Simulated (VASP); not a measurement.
# SrTe (Fm-3m) in VASP: further runs

SrTe is run at these levels: r2SCAN; tasks: single point.

Everything below comes from runs of VASP 6.6.1. Logs are shortened: lines on timing, memory, paths and dates and some standing lists are left out, and cuts for length are marked.

## Step 1: The cell of the first run

It takes space group Fm-3m (No. 225, cubic). The conventional cell has a = 6.706 Å, b = 6.706 Å, c = 6.706 Å, α = 90.00°, β = 90.00°, γ = 90.00°. Within 4.4 Å of Sr (site symmetry m-3m) lie 6 Te at 3.35 Å. Te (site symmetry m-3m) has 6 Sr at 3.35 Å within 4.4 Å.

## Step 2: Single point, r2SCAN

The input, POSCAR:

```
SrTe
1.0
    0.0000000000      3.3527582055      3.3527582055
    3.3527582055      0.0000000000      3.3527582055
    3.3527582055      3.3527582055      0.0000000000
Sr Te
1 1
Direct
    0.0000000000      0.0000000000      0.0000000000
    0.5000000000      0.5000000000      0.5000000000
```

The input, INCAR.step1:

```
SYSTEM = SrTe
ALGO     = Normal         ! electronic algorithm
EDIFF    = 1E-5           ! SCF threshold, eV
ENCUT    = 550            ! plane-wave cutoff, eV
GGA      = PE             ! functional
GGA_COMPAT= .FALSE.      
ISMEAR   = 0              ! smearing method
LASPH    = .TRUE.         ! aspherical terms in the spheres
LCHARG   = .FALSE.        ! write CHGCAR
LREAL    = .FALSE.        ! projectors in reciprocal space
LWAVE    = .TRUE.         ! write WAVECAR
NBANDS   = 15             ! bands
NELM     = 120            ! most SCF steps
PREC     = Accurate       ! precision mode
SIGMA    = 0.01           ! smearing width, eV
```

The input, INCAR.step2:

```
SYSTEM = SrTe
ALGO     = Normal         ! electronic algorithm
EDIFF    = 1E-6           ! SCF threshold, eV
ENCUT    = 550            ! plane-wave cutoff, eV
GGA_COMPAT= .FALSE.      
ISIF     = 2              ! what is computed and relaxed
ISMEAR   = 0              ! smearing method
ISTART   = 1            
LASPH    = .TRUE.         ! aspherical terms in the spheres
LCHARG   = .TRUE.         ! write CHGCAR
LELF     = .TRUE.         ! ELF
LMIXTAU  = .TRUE.       
LREAL    = .FALSE.        ! projectors in reciprocal space
LVHAR    = .TRUE.       
LWAVE    = .FALSE.        ! write WAVECAR
METAGGA  = R2SCAN         ! meta-GGA
NBANDS   = 15             ! bands
NELM     = 120            ! most SCF steps
PREC     = Accurate       ! precision mode
SIGMA    = 0.01           ! smearing width, eV
```

The input, KPOINTS:

```
k-points
0
G
  6 6 6
  0 0 0
```

Potentials or basis: VASP PAW PBE potentials, release 64 (Sr_sv, Te).

On the command line:

```
cat potpaw_PBE.64/Sr_sv/POTCAR potpaw_PBE.64/Te/POTCAR > POTCAR
cp INCAR.step1 INCAR
mpirun -np 1 vasp_std > vasp.out
cp INCAR.step2 INCAR
mpirun -np 1 vasp_std > vasp.out
```

OUTCAR:

```text
SYSTEM = SrTe
   EDIFF = 1E-6
   ENCUT = 550
   ISIF = 2
   ISMEAR = 0
   ISTART = 1
   LASPH = .TRUE.
   LREAL = .FALSE.
   METAGGA = R2SCAN
   NELM = 120
   PREC = Accurate

 ion  position               nearest neighbor table
   1  0.000  0.000  0.000-   2 3.35   2 3.35   2 3.35   2 3.35   2 3.35   2 3.35
   2  0.500  0.500  0.500-   1 3.35   1 3.35   1 3.35   1 3.35   1 3.35   1 3.35

  LATTYP: Found a face centered cubic cell.
 ALAT       =     6.7055164110

  Lattice vectors:

 A1 = (   0.0000000000,   3.3527582055,   3.3527582055)
 A2 = (   3.3527582055,   0.0000000000,   3.3527582055)
 A3 = (   3.3527582055,   3.3527582055,   0.0000000000)

Analysis of symmetry for initial positions (statically):
=====================================================================
 Subroutine PRICEL returns:
 Original cell was already a primitive cell.

 Routine SETGRP: Setting up the symmetry group for a
 face centered cubic supercell.

 Subroutine GETGRP returns: Found 48 space group operations
 (whereof 48 operations were pure point group operations)
 out of a pool of 48 trial point group operations.

The static configuration has the point symmetry O_h .

Analysis of symmetry for dynamics (positions and initial velocities):
=====================================================================
 Subroutine PRICEL returns:
 Original cell was already a primitive cell.

 Routine SETGRP: Setting up the symmetry group for a
 face centered cubic supercell.

 Subroutine GETGRP returns: Found 48 space group operations
 (whereof 48 operations were pure point group operations)
 out of a pool of 48 trial point group operations.

The dynamic configuration has the point symmetry O_h .

 Subroutine INISYM returns: Found 48 space group operations
 (whereof 48 operations are pure point group operations),
 and found     1 'primitive' translations

----------------------------------------------------------------------------------------

                                     Primitive cell

  volume of cell :      75.3766

  direct lattice vectors                    reciprocal lattice vectors
     0.000000000  3.352758205  3.352758205    -0.149130945  0.149130945  0.149130945
     3.352758205  0.000000000  3.352758205     0.149130945 -0.149130945  0.149130945
     3.352758205  3.352758205  0.000000000     0.149130945  0.149130945 -0.149130945

  length of vectors
     4.741516126  4.741516126  4.741516126     0.258302374  0.258302374  0.258302374

  position of ions in fractional coordinates (direct lattice)
     0.000000000  0.000000000  0.000000000
     0.500000000  0.500000000  0.500000000

  ion indices of the primitive-cell ions
   primitive index   ion index
                 1           1
                 2           2

----------------------------------------------------------------------------------------

 KPOINTS: k-points

Automatic generation of k-mesh.
 Grid dimensions read from file:
 generate k-points for:    6    6    6

 Generating k-lattice:

  Cartesian coordinates                     Fractional coordinates (reciprocal lattice)
    -0.024855158  0.024855158  0.024855158     0.166666667  0.000000000  0.000000000
     0.024855158 -0.024855158  0.024855158     0.000000000  0.166666667  0.000000000
     0.024855158  0.024855158 -0.024855158     0.000000000  0.000000000  0.166666667

  Length of vectors
     0.043050396  0.043050396  0.043050396

  Shift w.r.t. Gamma in fractional coordinates (k-lattice)
     0.000000000  0.000000000  0.000000000

 Subroutine IBZKPT returns following result:
 ===========================================

 Found     16 irreducible k-points:

 Following reciprocal coordinates:
            Coordinates               Weight
  0.000000  0.000000  0.000000      1.000000
  0.166667  0.000000  0.000000      8.000000
  0.333333  0.000000  0.000000      8.000000
  0.500000  0.000000  0.000000      4.000000
  0.166667  0.166667  0.000000      6.000000
  0.333333  0.166667  0.000000     24.000000
[... 8 lines left out ...]
 -0.333333  0.333333  0.166667     24.000000
 -0.333333  0.500000  0.166667     12.000000
   k-points           NKPTS =     16   k-points in BZ     NKDIM =     16   number of bands    NBANDS=     15
   number of dos      NEDOS =    301   number of ions     NIONS =      2
   total plane-waves  NPLWV =  46656
   dimension x,y,z NGX =    36 NGY =   36 NGZ =   36
   dimension x,y,z NGXF=    72 NGYF=   72 NGZF=   72
   ions per type =               1   1
   NGX,Y,Z   is equivalent  to a cutoff of  12.62, 12.62, 12.62 a.u.
   NGXF,Y,Z  is equivalent  to a cutoff of  25.24, 25.24, 25.24 a.u.
 SYSTEM =  SrTe
   PREC   = accura    normal or accurate (medium, high low for compatibility)
   ISTART =      1    job   : 0-new  1-cont  2-samecut
   ICHARG =      0    charge: 1-file 2-atom 10-const
   ISPIN  =      1    spin polarized calculation?
   LNONCOLLINEAR =      F non collinear calculations
   LSORBIT =      F    spin-orbit coupling
   LASPH  =      T    aspherical Exc in radial PAW
   ENCUT  =  550.0 eV  40.42 Ry    6.36 a.u.   9.07  9.07  9.07*2*pi/ulx,y,z
   NELM   =    120;   NELMIN=  2; NELMDL=  0     # of ELM steps
   EDIFF  = 0.1E-05   stopping-criterion for ELM
   LREAL  =      F    real-space projection
   EDIFFG = 0.1E-04   stopping-criterion for IOM
   NSW    =      0    number of steps for IOM
   IBRION =     -1    ionic relax: 0-MD 1-quasi-New 2-CG
   NFREE  =      0    steps in history (QN), initial steepest desc. (CG)
   ISIF   =      2    stress and relaxation
   ISYM   =      2    0-nonsym 1-usesym 2-fastsym
   POTIM  = 0.5000    time-step for ionic-motion
   TEBEG  =    0.0;   TEEND  =   0.0 temperature during run
   PSTRESS=    0.0 pullay stress
   NELECT =      16.0000    total number of electrons
   NUPDOWN=      -1.0000    fix difference up-down
   EMIN   =  10.00;   EMAX   =-10.00  energy-range for DOS
   EFERMI =   0.00;   METHOD = LEGACY
   ISMEAR =     0;   SIGMA  =   0.01  broadening in eV -4-tet -1-fermi 0-gaus
   EFERMI_NEDOS =   21; number of points for ismear=-14 and -15
   IALGO  =     38    algorithm
   IMIX   =      4    mixing-type and parameters
     AMIX     =   0.40;   BMIX     =  1.00
     AMIX_MAG =   1.60;   BMIX_MAG =  1.00
  volume/ion in A,a.u.               =      37.69       254.33
  Fermi-wavevector in a.u.,A,eV,Ry     =   0.976568  1.845446 12.975679  0.953686
  Thomas-Fermi vector in A             =   2.107197
   LORBIT       =      0    0 simple, 1 ext, 2 COOP (PROOUT), +10 PAW based schemes
   METAGGA = R2SCAN    functional components
   LHFCALC =     F    Hartree Fock is set to
   AEXX    =    0.0000 exact exchange contribution
   IVDW    =     0    specifies the selected vdW correction
   LEPSILON=     F    determine dielectric tensor
   LRPA    =     F    only Hartree local field effects (RPA)
 non-spin polarized calculation
 Gauss-broadening in eV      SIGMA  =   0.01
  energy-cutoff  :      550.00
  volume of cell :       75.38
 maximum number of plane-waves:      2229
   NGX = 19   NGY = 19   NGZ = 19

 number of electron      16.0000000 magnetization

 Free energy of the ion-electron system (eV)
  ---------------------------------------------------
  ext. energy  EPLUGINS =         0.00000000
  ---------------------------------------------------
  free energy    TOTEN  =       -44.59693031 eV

  energy without entropy =      -44.59693031  energy(sigma->0) =      -44.59693031

 E-fermi :   2.5424     XC(G=0):  -8.8050

 val. band max:        2.4881751622   @ k =   0.0000   0.0000   0.0000
 cond. band min:       4.6315759413   @ k =   0.5000   0.5000   0.0000
 fundamental gap:      2.1434007792
 Fermi energy:         2.5423560730

 k-point     1 :       0.0000    0.0000    0.0000
  band No.  band energies     occupation
      1     -33.4578      2.00000
      2     -14.8209      2.00000
      3     -14.8209      2.00000
      4     -14.8209      2.00000
      5      -7.7190      2.00000
      6       2.4882      2.00000
      7       2.4882      2.00000
      8       2.4882      2.00000
      9       6.0068      0.00000
     10       6.2284      0.00000
     11       6.2284      0.00000
     12       6.2284      0.00000
     13       6.9026      0.00000
     14       6.9026      0.00000
     15      10.6108      0.00000

 k-point     2 :       0.1667    0.0000    0.0000
  band No.  band energies     occupation
      1     -33.4568      2.00000
      2     -14.8507      2.00000
      3     -14.8221      2.00000
      4     -14.8221      2.00000
      5      -7.5740      2.00000
      6       1.5224      2.00000
      7       2.1470      2.00000
      8       2.1470      2.00000
      9       6.1560      0.00000
     10       6.5896      0.00000
     11       6.5896      0.00000
     12       7.2824      0.00000
     13       7.6023      0.00000
     14       7.6023      0.00000
     15      11.4314      0.00000

 k-point     3 :       0.3333    0.0000    0.0000
  band No.  band energies     occupation
      1     -33.4549      2.00000
      2     -14.9087      2.00000
      3     -14.8244      2.00000
      4     -14.8244      2.00000
      5      -7.2611      2.00000
      6       0.2456      2.00000
      7       1.6320      2.00000
      8       1.6320      2.00000
      9       6.4053      0.00000
     10       7.4864      0.00000
     11       7.4864      0.00000
     12       8.6984      0.00000
     13       9.1492      0.00000
     14       9.1492      0.00000
     15      11.2291      0.00000
[... 199 lines left out ...]
 k-point    15 :      -0.3333    0.3333    0.1667
  band No.  band energies     occupation
      1     -33.4529      2.00000
      2     -14.8991      2.00000
      3     -14.8627      2.00000
      4     -14.8426      2.00000
      5      -7.1464      2.00000
      6       0.4044      2.00000
      7       1.0391      2.00000
      8       1.3459      2.00000
      9       6.9246      0.00000
     10       6.9568      0.00000
     11       8.1940      0.00000
     12       8.8282      0.00000
     13       8.9452      0.00000
     14      10.0504      0.00000
     15      11.3518      0.00000

 k-point    16 :      -0.3333    0.5000    0.1667
  band No.  band energies     occupation
      1     -33.4525      2.00000
      2     -14.8863      2.00000
      3     -14.8635      2.00000
      4     -14.8579      2.00000
      5      -7.1900      2.00000
      6       0.6959      2.00000
      7       1.1828      2.00000
      8       1.2489      2.00000
      9       5.7955      0.00000
     10       7.4690      0.00000
     11       8.0102      0.00000
     12       8.7232      0.00000
     13       9.1634      0.00000
     14       9.5104      0.00000
     15      11.5643      0.00000

------------------------ aborting loop because EDIFF is reached ----------------------------------------

  FORCE on cell =-STRESS in cart. coord.  units (eV):
  Direction    XX          YY          ZZ          XY          YZ          ZX
  --------------------------------------------------------------------------------------
  -------------------------------------------------------------------------------------
  Total        0.0484775      0.0484775      0.0484775      0.0000000      0.0000000      0.0000000
  in kB        1.0304201      1.0304201      1.0304201      0.0000000      0.0000000      0.0000000
  external PRESSURE =       1.0304201 kB  Pullay stress =       0.0000000 kB

 VOLUME and BASIS-vectors are now :
 -----------------------------------------------------------------------------
  energy-cutoff  :      550.00
  volume of cell :       75.38
      direct lattice vectors                 reciprocal lattice vectors
     0.000000000  3.352758205  3.352758205    -0.149130945  0.149130945  0.149130945
     3.352758205  0.000000000  3.352758205     0.149130945 -0.149130945  0.149130945
     3.352758205  3.352758205  0.000000000     0.149130945  0.149130945 -0.149130945

 POSITION                                       TOTAL-FORCE (eV/Angst)
 -----------------------------------------------------------------------------------
      0.00000      0.00000      0.00000        -0.000000     -0.000000     -0.000000
      3.35276      3.35276      3.35276         0.000000      0.000000      0.000000
 -----------------------------------------------------------------------------------
    total drift:                                0.000000      0.000000      0.000000

  FREE ENERGIE OF THE ION-ELECTRON SYSTEM (eV)
  ---------------------------------------------------
  free  energy   TOTEN  =       -44.5969303052 eV

  energy  without entropy=      -44.5969303052  energy(sigma->0) =      -44.59693031
```

Run time: 1.9 min. Hardware: 1 thread of AMD EPYC 7R13, shared host; peak memory 0.19 GiB.

What came out:

```yaml
Free_energy: -44.5969 eV
Pressure: 0.1 GPa
Band_gap_on_the_k_mesh: 2.14 eV, indirect (least direct gap 2.89 eV)
```

Levels at points of the mesh, in eV from the valence-band top:
```tsv
k point	band 5	band 6	band 7	band 8	band 9	band 10	band 11	band 12
(0.00, 0.00, 0.00)	-10.21	0.00	0.00	0.00	3.52	3.74	3.74	3.74
(0.50, 0.00, 0.00)	-9.58	-2.76	-1.07	-1.07	4.36	5.70	5.87	5.87
(0.50, 0.50, 0.00)	-9.75	-1.98	-0.74	-0.74	2.14	4.53	5.33	6.67
```

Caveat: the PAW data sets were made with another functional, which shifts forces and pressure a little; spin-orbit coupling is left out, which moves the levels of the heavy elements. A k mesh can miss the band edges.

## Step 3: Single point, r2SCAN (strain +2.0%)

The input, POSCAR:

```
SrTe
1.0
    0.0000000000      3.4198133696      3.4198133696
    3.4198133696      0.0000000000      3.4198133696
    3.4198133696      3.4198133696      0.0000000000
Sr Te
1 1
Direct
    0.0000000000      0.0000000000      0.0000000000
    0.5000000000      0.5000000000      0.5000000000
```

The input, INCAR.step1:

```
PREC     = Accurate       # precision mode
ENCUT    = 550            # plane-wave cutoff, eV
ISMEAR   = 0              # smearing method
SIGMA    = 0.01           # smearing width, eV
LREAL    = False          # projectors in reciprocal space
LASPH    = True           # aspherical terms in the spheres
NELM     = 120            # most SCF steps
NBANDS   = 15             # bands
GGA      = PE             # functional
ALGO     = Normal         # electronic algorithm
EDIFF    = 1E-5           # SCF threshold, eV
LWAVE    = True           # write WAVECAR
LCHARG   = False          # write CHGCAR
GGA_COMPAT= False
```

The input, INCAR.step2:

```
PREC     = Accurate       # precision mode
ENCUT    = 550            # plane-wave cutoff, eV
EDIFF    = 1E-6           # SCF threshold, eV
ISMEAR   = 0              # smearing method
SIGMA    = 0.01           # smearing width, eV
LREAL    = False          # projectors in reciprocal space
LASPH    = True           # aspherical terms in the spheres
NELM     = 120            # most SCF steps
ALGO     = Normal         # electronic algorithm
ISIF     = 2              # what is computed and relaxed
LWAVE    = False          # write WAVECAR
LCHARG   = False          # write CHGCAR
METAGGA  = R2SCAN         # meta-GGA
LMIXTAU  = True         
NBANDS   = 15             # bands
ISTART   = 1            
GGA_COMPAT= False
```

The input, KPOINTS:

```
Automatic mesh
0
Gamma
  6 6 6
```

Potentials or basis: VASP PAW PBE potentials, release 64 (Sr_sv, Te).

On the command line:

```
cat potpaw_PBE.64/Sr_sv/POTCAR potpaw_PBE.64/Te/POTCAR > POTCAR
cp INCAR.step1 INCAR
mpirun -np 1 vasp_std > vasp.out
cp INCAR.step2 INCAR
mpirun -np 1 vasp_std > vasp.out
```

Run time: 2.3 min. Hardware: 1 thread of AMD EPYC 7R13, shared host; peak memory 0.23 GiB.

It converged, with:

```
Free energy            : -44.5721 eV
Pressure               : -1.7 GPa
Band gap on the k mesh : 2.28 eV, indirect (least direct gap 2.98 eV)
```

Levels at points of the mesh, in eV from the valence-band top:
```tsv
k point	band 6	band 7	band 8	band 9	band 10	band 11
(0.00, 0.00, 0.00)	0.00	0.00	0.00	3.24	3.78	3.78
(0.50, 0.00, 0.00)	-2.56	-0.95	-0.95	4.29	5.58	5.76
(0.50, 0.50, 0.00)	-1.86	-0.70	-0.70	2.28	4.32	5.24
```

Caveat: the cell differs from its parent crystal (strain +2.0%); the PAW data sets were made with another functional, which shifts forces and pressure a little; spin-orbit coupling is left out, which moves the levels of the heavy elements.
